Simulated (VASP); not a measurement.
# ZnCu (P4/mmm) in VASP: further runs

Runs on ZnCu. Level: PBE. Tasks: single point.

All numbers are computed with VASP 6.6.1; they aren't measurements. Logs are shortened: lines on timing, memory, paths and dates and some standing lists are left out, and cuts for length are marked.

### Step 1. The cell of the first run

It takes space group P4/mmm (No. 123, tetragonal). The conventional cell has a = 2.740 Å, b = 2.740 Å, c = 3.503 Å, α = 90.00°, β = 90.00°, γ = 90.00°. Zn (site symmetry 4/mmm) has 8 Cu at 2.61 Å and 4 Zn at 2.74 Å within 3.4 Å. Within 3.4 Å of Cu (site symmetry 4/mmm) lie 8 Zn at 2.61 Å and 4 Cu at 2.74 Å.

### Step 2. Single point, PBE (uniaxial strain along c: +2.0 %)

Contents of INCAR:

```
SYSTEM = ZnCu
PREC     = Accurate       ! precision mode
ENCUT    = 520            ! plane-wave cutoff, eV
EDIFF    = 1E-6           ! SCF threshold, eV
ISMEAR   = 0              ! smearing method
SIGMA    = 0.1            ! smearing width, eV
LREAL    = .False.        ! projectors in reciprocal space
LASPH    = .True.         ! aspherical terms in the spheres
NELM     = 60             ! most SCF steps
ALGO     = Fast           ! electronic algorithm
ISIF     = 2              ! what is computed and relaxed
LWAVE    = .False.        ! write WAVECAR
LCHARG   = .True.         ! write CHGCAR
GGA      = PE             ! functional
LELF     = .True.         ! ELF
LVHAR    = .True.       
NBANDS   = 18             ! bands
```

Contents of KPOINTS:

```
regular mesh
0
Gamma
  16 16 12
  0 0 0
```

Contents of POSCAR:

```
ZnCu
1.0
    2.7401229953      0.0000000000      0.0000000000
    0.0000000000      2.7401229953      0.0000000000
    0.0000000000      0.0000000000      3.5027621044
Zn Cu
1 1
Direct
    0.5000000000      0.5000000000      0.5000000000
    0.0000000000      0.0000000000      0.0000000000
```

Potentials or basis: VASP PAW PBE potentials, release 64 (Zn, Cu).

Started as:

```console
$ cat potpaw_PBE.64/Zn/POTCAR potpaw_PBE.64/Cu/POTCAR > POTCAR
$ mpirun -np 1 vasp_std > vasp.out
```

OUTCAR:

```text
SYSTEM = ZnCu
   PREC = Accurate
   ENCUT = 520
   EDIFF = 1E-6
   ISMEAR = 0
   LREAL = .False.
   LASPH = .True.
   NELM = 60
   ISIF = 2
   GGA = PE

 ion  position               nearest neighbor table
   1  0.500  0.500  0.500-   2 2.61   2 2.61   2 2.61   2 2.61   2 2.61   2 2.61   2 2.61   2 2.61

   2  0.000  0.000  0.000-   1 2.61   1 2.61   1 2.61   1 2.61   1 2.61   1 2.61   1 2.61   1 2.61

  LATTYP: Found a simple tetragonal cell.
 ALAT       =     2.7401229953
 C/A-ratio  =     1.2783229477

  Lattice vectors:

 A1 = (   2.7401229953,   0.0000000000,   0.0000000000)
 A2 = (   0.0000000000,   2.7401229953,   0.0000000000)
 A3 = (   0.0000000000,   0.0000000000,   3.5027621044)

Analysis of symmetry for initial positions (statically):
=====================================================================
 Subroutine PRICEL returns:
 Original cell was already a primitive cell.

 Routine SETGRP: Setting up the symmetry group for a
 simple tetragonal supercell.

 Subroutine GETGRP returns: Found 16 space group operations
 (whereof 16 operations were pure point group operations)
 out of a pool of 16 trial point group operations.

The static configuration has the point symmetry D_4h.

Analysis of symmetry for dynamics (positions and initial velocities):
=====================================================================
 Subroutine PRICEL returns:
 Original cell was already a primitive cell.

 Routine SETGRP: Setting up the symmetry group for a
 simple tetragonal supercell.

 Subroutine GETGRP returns: Found 16 space group operations
 (whereof 16 operations were pure point group operations)
 out of a pool of 16 trial point group operations.

The dynamic configuration has the point symmetry D_4h.

 Subroutine INISYM returns: Found 16 space group operations
 (whereof 16 operations are pure point group operations),
 and found     1 'primitive' translations

----------------------------------------------------------------------------------------

                                     Primitive cell

  volume of cell :      26.2997

  direct lattice vectors                    reciprocal lattice vectors
     2.740122995  0.000000000  0.000000000     0.364947122  0.000000000  0.000000000
     0.000000000  2.740122995  0.000000000     0.000000000  0.364947122  0.000000000
     0.000000000  0.000000000  3.502762104     0.000000000  0.000000000  0.285488986

  length of vectors
[... 81 lines left out ...]
   NELM   =     60;   NELMIN=  2; NELMDL= -5     # of ELM steps
   EDIFF  = 0.1E-05   stopping-criterion for ELM
   LREAL  =      F    real-space projection
   EDIFFG = 0.1E-04   stopping-criterion for IOM
   NSW    =      0    number of steps for IOM
   IBRION =     -1    ionic relax: 0-MD 1-quasi-New 2-CG
   NFREE  =      0    steps in history (QN), initial steepest desc. (CG)
   ISIF   =      2    stress and relaxation
   ISYM   =      2    0-nonsym 1-usesym 2-fastsym
   POTIM  = 0.5000    time-step for ionic-motion
   TEBEG  =    0.0;   TEEND  =   0.0 temperature during run
   PSTRESS=    0.0 pullay stress
   NELECT =      23.0000    total number of electrons
   NUPDOWN=      -1.0000    fix difference up-down
   EMIN   =  10.00;   EMAX   =-10.00  energy-range for DOS
   EFERMI =   0.00;   METHOD = LEGACY
   ISMEAR =     0;   SIGMA  =   0.10  broadening in eV -4-tet -1-fermi 0-gaus
   EFERMI_NEDOS =   21; number of points for ismear=-14 and -15
   IALGO  =     68    algorithm
   IMIX   =      4    mixing-type and parameters
     AMIX     =   0.40;   BMIX     =  1.00
     AMIX_MAG =   1.60;   BMIX_MAG =  1.00
  volume/ion in A,a.u.               =      13.15        88.74
  Fermi-wavevector in a.u.,A,eV,Ry     =   1.565551  2.958462 33.347194  2.450950
  Thomas-Fermi vector in A             =   2.668010
   LORBIT       =      0    0 simple, 1 ext, 2 COOP (PROOUT), +10 PAW based schemes
   GGA     = PE    functional components
   LHFCALC =     F    Hartree Fock is set to
   AEXX    =    0.0000 exact exchange contribution
   IVDW    =     0    specifies the selected vdW correction
   LEPSILON=     F    determine dielectric tensor
   LRPA    =     F    only Hartree local field effects (RPA)
 non-spin polarized calculation
 RMM-DIIS sequential band-by-band and
 Gauss-broadening in eV      SIGMA  =   0.10
  energy-cutoff  :      520.00
  volume of cell :       26.30
 maximum number of plane-waves:       722
   NGX = 11   NGY = 11   NGZ = 13

 number of electron      22.9999967 magnetization

 Free energy of the ion-electron system (eV)
  ---------------------------------------------------
  ext. energy  EPLUGINS =         0.00000000
  ---------------------------------------------------
  free energy    TOTEN  =        -5.00737437 eV

  energy without entropy =       -5.00361665  energy(sigma->0) =       -5.00549551

 E-fermi :   5.2525     XC(G=0): -12.2376

 val. band max:        5.2498127833   @ k =   0.1250   0.0000   0.1667
 cond. band min:       5.2555769794   @ k =   0.3750   0.1250   0.0833
 fundamental gap:      0.0057641961
 Fermi energy:         5.2525112644

 k-point     1 :       0.0000    0.0000    0.0000
  band No.  band energies     occupation
      1      -4.8698      2.00000
      2      -2.6361      2.00000
      3      -2.5441      2.00000
      4      -1.8798      2.00000
      5      -1.8798      2.00000
      6      -1.6853      2.00000
[... 481 lines left out ...]
      5      -1.8754      2.00000
      6       0.1685      2.00000
[... 10 lines left out ...]
     17      16.9176      0.00000
     18      17.5485      0.00000

 [... further k-points ...]

------------------------ aborting loop because EDIFF is reached ----------------------------------------

  FORCE on cell =-STRESS in cart. coord.  units (eV):
  Direction    XX          YY          ZZ          XY          YZ          ZX
  --------------------------------------------------------------------------------------
  -------------------------------------------------------------------------------------
  Total       -0.0519907     -0.0519907     -0.1542602      0.0000000      0.0000000      0.0000000
  in kB       -3.1672756     -3.1672756     -9.3975300      0.0000000      0.0000000      0.0000000
  external PRESSURE =      -5.2440270 kB  Pullay stress =       0.0000000 kB

 VOLUME and BASIS-vectors are now :
 -----------------------------------------------------------------------------
  energy-cutoff  :      520.00
  volume of cell :       26.30
      direct lattice vectors                 reciprocal lattice vectors
     2.740122995  0.000000000  0.000000000     0.364947122  0.000000000  0.000000000
     0.000000000  2.740122995  0.000000000     0.000000000  0.364947122  0.000000000
     0.000000000  0.000000000  3.502762104     0.000000000  0.000000000  0.285488986

 POSITION                                       TOTAL-FORCE (eV/Angst)
 -----------------------------------------------------------------------------------
      1.37006      1.37006      1.75138         0.000000      0.000000      0.000000
      0.00000      0.00000      0.00000         0.000000      0.000000      0.000000
 -----------------------------------------------------------------------------------
    total drift:                               -0.000000      0.000000      0.000000

  FREE ENERGIE OF THE ION-ELECTRON SYSTEM (eV)
  ---------------------------------------------------
  free  energy   TOTEN  =        -5.0073743732 eV

  energy  without entropy=       -5.0036166483  energy(sigma->0) =       -5.00549551
```

Run time: 66 s. Hardware: 1 thread of Intel Xeon 6975P-C (Granite Rapids), shared host; peak memory 0.26 GiB.

What came out:

| Quantity | Value |
| --- | --- |
| Free energy | -5.0074 eV |
| Pressure | -0.5 GPa |

Levels at points of the mesh, in eV from the Fermi level:
```
           k point  band 9  band 10  band 11  band 12  band 13  band 14  band 15  band 16
(0.00, 0.00, 0.00)   -2.65    -2.65    -2.44     1.48     6.22     9.22     9.22    13.54
(0.50, 0.00, 0.00)   -3.56    -2.93    -2.69    -1.40     8.17     8.34     9.34    10.20
(0.50, 0.50, 0.00)   -2.88    -2.11    -0.57    -0.57     3.28     3.85    10.68    11.82
(0.00, 0.00, 0.50)   -2.89    -2.89    -2.82    -2.46    12.84    12.84    13.86    13.86
(0.50, 0.00, 0.50)   -2.65    -2.54    -2.35    -1.89     1.05     1.61    16.27    17.71
(0.50, 0.50, 0.50)   -2.62    -2.11     3.93     3.93     4.21     4.24     4.24     5.18
```

Caveat: the cell differs from its parent crystal (uniaxial strain along c: +2.0 %).

### Step 3. Single point, PBE (uniaxial strain along c: +3.0 %)

Contents of INCAR:

```
SYSTEM = ZnCu
ALGO     = Fast           ! electronic algorithm
EDIFF    = 1E-6           ! SCF threshold, eV
ENCUT    = 520            ! plane-wave cutoff, eV
GGA      = PE             ! functional
ISIF     = 2              ! what is computed and relaxed
ISMEAR   = 0              ! smearing method
LASPH    = .True.         ! aspherical terms in the spheres
LCHARG   = .False.        ! write CHGCAR
LREAL    = .False.        ! projectors in reciprocal space
LWAVE    = .False.        ! write WAVECAR
NBANDS   = 18             ! bands
NELM     = 60             ! most SCF steps
PREC     = Accurate       ! precision mode
SIGMA    = 0.1            ! smearing width, eV
```

Contents of KPOINTS:

```
k-points
0
Gamma
  16 16 12
  0 0 0
```

Contents of POSCAR:

```
ZnCu
1.0
    2.7332382642      0.0000000000      0.0000000000
    0.0000000000      2.7332382642      0.0000000000
    0.0000000000      0.0000000000      3.5371029093
Zn Cu
1 1
Direct
    0.5000000000      0.5000000000      0.5000000000
    0.0000000000      0.0000000000      0.0000000000
```

Potentials or basis: VASP PAW PBE potentials, release 64 (Zn, Cu).

Started as:

```console
$ cat potpaw_PBE.64/Zn/POTCAR potpaw_PBE.64/Cu/POTCAR > POTCAR
$ mpirun -np 1 vasp_std > vasp.out
```

Wall time 69 s (1 thread of Intel Xeon 6975P-C (Granite Rapids), shared host); peak memory 0.25 GiB.

The run converged. Its results:

```yaml
Free_energy: -5.0063 eV
Pressure: -1.1 GPa
```

Stress tensor (GPa, compression positive):
```
-1.02  0.00  0.00
 0.00 -1.02  0.00
 0.00  0.00 -1.15
```

Levels at points of the mesh, in eV from the Fermi level:
| k point | band 9 | band 10 | band 11 | band 12 | band 13 | band 14 | band 15 | band 16 |
| --- | --- | --- | --- | --- | --- | --- | --- | --- |
| (0.00, 0.00, 0.00) | -2.64 | -2.64 | -2.42 | 1.28 | 5.95 | 9.35 | 9.35 | 13.63 |
| (0.50, 0.00, 0.00) | -3.55 | -2.91 | -2.68 | -1.37 | 8.01 | 8.16 | 9.11 | 9.97 |
| (0.50, 0.50, 0.00) | -2.86 | -2.09 | -0.50 | -0.50 | 3.33 | 3.92 | 10.54 | 11.64 |
| (0.00, 0.00, 0.50) | -2.87 | -2.87 | -2.85 | -2.44 | 12.88 | 12.88 | 13.92 | 13.92 |
| (0.50, 0.00, 0.50) | -2.64 | -2.54 | -2.36 | -1.88 | 1.01 | 1.59 | 16.36 | 17.79 |
| (0.50, 0.50, 0.50) | -2.63 | -2.09 | 3.89 | 3.89 | 4.21 | 4.24 | 4.24 | 5.21 |

Caveat: the cell differs from its parent crystal (uniaxial strain along c: +3.0 %).

### Step 4. Single point, PBE (uniaxial strain along c: -2.0 %, then relaxed in part)

Contents of INCAR:

```
SYSTEM = ZnCu
  ALGO = Normal
  EDIFF = 1E-6
  ENCUT = 520
  GGA = PE
  ISIF = 2
  ISMEAR = 0
  LASPH = .TRUE.
  LCHARG = .FALSE.
  LREAL = .FALSE.
  LWAVE = .FALSE.
  NBANDS = 18
  NELM = 100
  PREC = Accurate
  SIGMA = 0.1
```

Contents of KPOINTS:

```
k-points
0
G
  16 16 12
  0 0 0
```

Contents of POSCAR:

```
ZnCu
1.0
    2.7867735404      0.0000000000      0.0000000000
    0.0000000000      2.7867735404      0.0000000000
    0.0000000000      0.0000000000      3.3653988846
Zn Cu
1 1
Direct
    0.5000000000      0.5000000000      0.5000000000
    0.0000000000      0.0000000000      0.0000000000
```

Potentials or basis: VASP PAW PBE potentials, release 64 (Zn, Cu).

Started as:

```console
$ cat potpaw_PBE.64/Zn/POTCAR potpaw_PBE.64/Cu/POTCAR > POTCAR
$ mpirun -np 1 vasp_std > vasp.out
```

OUTCAR:

```text
SYSTEM = ZnCu
   EDIFF = 1E-6
   ENCUT = 520
   GGA = PE
   ISIF = 2
   ISMEAR = 0
   LASPH = .TRUE.
   LREAL = .FALSE.
   NELM = 100
   PREC = Accurate

 ion  position               nearest neighbor table
   1  0.500  0.500  0.500-   2 2.59   2 2.59   2 2.59   2 2.59   2 2.59   2 2.59   2 2.59   2 2.59

   2  0.000  0.000  0.000-   1 2.59   1 2.59   1 2.59   1 2.59   1 2.59   1 2.59   1 2.59   1 2.59

  LATTYP: Found a simple tetragonal cell.
 ALAT       =     2.7867735404
 C/A-ratio  =     1.2076327107

  Lattice vectors:

 A1 = (   2.7867735404,   0.0000000000,   0.0000000000)
 A2 = (   0.0000000000,   2.7867735404,   0.0000000000)
 A3 = (   0.0000000000,   0.0000000000,   3.3653988846)

Analysis of symmetry for initial positions (statically):
=====================================================================
 Subroutine PRICEL returns:
 Original cell was already a primitive cell.

 Routine SETGRP: Setting up the symmetry group for a
 simple tetragonal supercell.

 Subroutine GETGRP returns: Found 16 space group operations
 (whereof 16 operations were pure point group operations)
 out of a pool of 16 trial point group operations.

The static configuration has the point symmetry D_4h.
[... 161 lines left out ...]

 E-fermi :   5.2953     XC(G=0): -12.2723

 val. band max:        5.2797391521   @ k =   0.5000   0.5000   0.1667
 cond. band min:       5.3081210899   @ k =   0.5000   0.2500   0.4167
 fundamental gap:      0.0283819377
 Fermi energy:         5.2952537931

 k-point     1 :       0.0000    0.0000    0.0000
  band No.  band energies     occupation
      1      -4.8504      2.00000
      2      -2.5461      2.00000
      3      -2.4783      2.00000
      4      -1.8348      2.00000
      5      -1.8348      2.00000
      6      -1.6627      2.00000
[... 481 lines left out ...]
      5      -1.8213      2.00000
      6       0.0880      2.00000
[... 10 lines left out ...]
     17      16.5475      0.00000
     18      16.9599      0.00000

 [... further k-points ...]

------------------------ aborting loop because EDIFF is reached ----------------------------------------

  FORCE on cell =-STRESS in cart. coord.  units (eV):
  Direction    XX          YY          ZZ          XY          YZ          ZX
  --------------------------------------------------------------------------------------
  -------------------------------------------------------------------------------------
  Total        0.0753226      0.0753226     -0.1247987      0.0000000      0.0000000      0.0000000
  in kB        4.6173809      4.6173809     -7.6503428      0.0000000      0.0000000      0.0000000
  external PRESSURE =       0.5281397 kB  Pullay stress =       0.0000000 kB

 VOLUME and BASIS-vectors are now :
 -----------------------------------------------------------------------------
  energy-cutoff  :      520.00
  volume of cell :       26.14
      direct lattice vectors                 reciprocal lattice vectors
     2.786773540  0.000000000  0.000000000     0.358837913  0.000000000  0.000000000
     0.000000000  2.786773540  0.000000000     0.000000000  0.358837913  0.000000000
     0.000000000  0.000000000  3.365398885     0.000000000  0.000000000  0.297141597

 POSITION                                       TOTAL-FORCE (eV/Angst)
 -----------------------------------------------------------------------------------
      1.39339      1.39339      1.68270         0.000000      0.000000      0.000000
      0.00000      0.00000      0.00000         0.000000      0.000000      0.000000
 -----------------------------------------------------------------------------------
    total drift:                                0.000000      0.000000     -0.000000

  FREE ENERGIE OF THE ION-ELECTRON SYSTEM (eV)
  ---------------------------------------------------
  free  energy   TOTEN  =        -5.0140688182 eV

  energy  without entropy=       -5.0119819322  energy(sigma->0) =       -5.01302538
```

It took 51 s on 1 thread of Intel Xeon 6975P-C (Granite Rapids), shared host; peak memory 0.27 GiB.

What came out:

| Property | Result |
| --- | --- |
| Free energy | -5.0141 eV |
| Pressure | 0.1 GPa |

Caveat: the cell differs from its parent crystal (uniaxial strain along c: -2.0 %, then relaxed in part).

### Step 5. Summary

| cell | gap on the mesh (eV) | pressure (GPa) |
| --- | --- | --- |
| a = 2.740, b = 2.740, c = 3.503 Å, 2 atoms | none | -0.5 |
| a = 2.733, b = 2.733, c = 3.537 Å, 2 atoms | none | -1.1 |
| a = 2.787, b = 2.787, c = 3.365 Å, 2 atoms | none | 0.1 |

Alike in all rows: task single point; level PBE; potentials or basis VASP PAW PBE potentials, release 64 (Zn, Cu); no spin polarisation; k mesh 16 × 16 × 12; cutoff (eV) 520; smearing gaussian 0.1 eV.

Absolute energies hang on the potentials; compare differences alone.
